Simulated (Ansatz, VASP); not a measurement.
# Two plane-wave programs on Ni

File INCAR:

```
SYSTEM = Ni
PREC = Accurate
ENCUT = 600
EDIFF = 1E-6
ISMEAR = -1
SIGMA = 0.05
LREAL = .FALSE.
LASPH = .TRUE.
NELM = 150
ALGO = Normal
ISIF = 3
LWAVE = .FALSE.
LCHARG = .FALSE.
ISPIN = 2
MAGMOM = 0.8
LORBIT = 11
LMAXMIX = 4
IBRION = 2
NSW = 80
EDIFFG = -0.01
```

File KPOINTS:

```
regular mesh
0
G
  14 14 14
  0 0 0
```

File POSCAR:

```
Ni
1.0
    2.2775907947      0.0000000000      0.0000000000
    0.0000000000      2.2775907947      0.0000000000
    0.0000000000      0.0000000000      2.2775907947
Ni
1
Direct
    0.0000000000      0.0000000000      0.0000000000
```

Input for Ansatz:

```yaml
crystal:
  lattice:
    - [2.2775907947, 0.0, 0.0]
    - [0.0, 2.2775907947, 0.0]
    - [0.0, 0.0, 2.2775907947]
  atoms:
    - { symbol: Ni, position: [0.0, 0.0, 0.0], spin: 0.8 }
hamiltonian:
  xc: lda
  pseudopotentials:
    kind: paw
    azcp:
      Ni: "pseudopotentials/Ni.paw.azcp"
basis:
  ecutwfc: 420
  fft_grid_basis: typed
kpoints:
  mp_grid: { grid: [14, 14, 14], shift: [0, 0, 0] }
magnetization:
  spin_polarized: true
scf:
  occupations: { method: fermi_dirac, width: 0.05 }
relax:
  max_steps: 60
  f_tol: 0.01
  cell: {}
output:
  write_density: true
  write_potential: true
  elf: true
  volumetric_format: npy
```

Alike in both runs: task relaxation of cell and atoms; functional LDA; k mesh 14 × 14 × 14; occupations fermi-dirac, width 0.05 eV; collinear spin.

|  | VASP | Ansatz |
| --- | --- | --- |
| version | VASP 6.6.1 | Ansatz 0.2.0 |
| potentials or method | VASP PAW LDA potentials, release 64 (Ni), cutoff 600 eV | plane waves (420 eV) with PAW, scalar-relativistic |
| valence electrons in the cell | 10 | 18 |

```tsv
	VASP	Ansatz	Ansatz less VASP
net moment per atom (μB)	0.45	0.47	+0.027
size of the moment on the site where the two differ most (μB)	0.45	0.48	+0.033
relaxed volume (Å³/atom)	11.53	11.54	+0.018
relaxed cell length with the largest relative difference (Å)	2.259	2.260	+0.0012
```

Ansatz warns that its potentials were made for another functional, while VASP's fit it. LDA's correlation is that of Perdew and Zunger in VASP and of Perdew and Wang (1992) in Ansatz. Site moments also hang on the region over which each program counts them. VASP's potentials hold 10 valence electrons a cell and Ansatz's 18, so a difference there can come from the potentials and not from the codes.
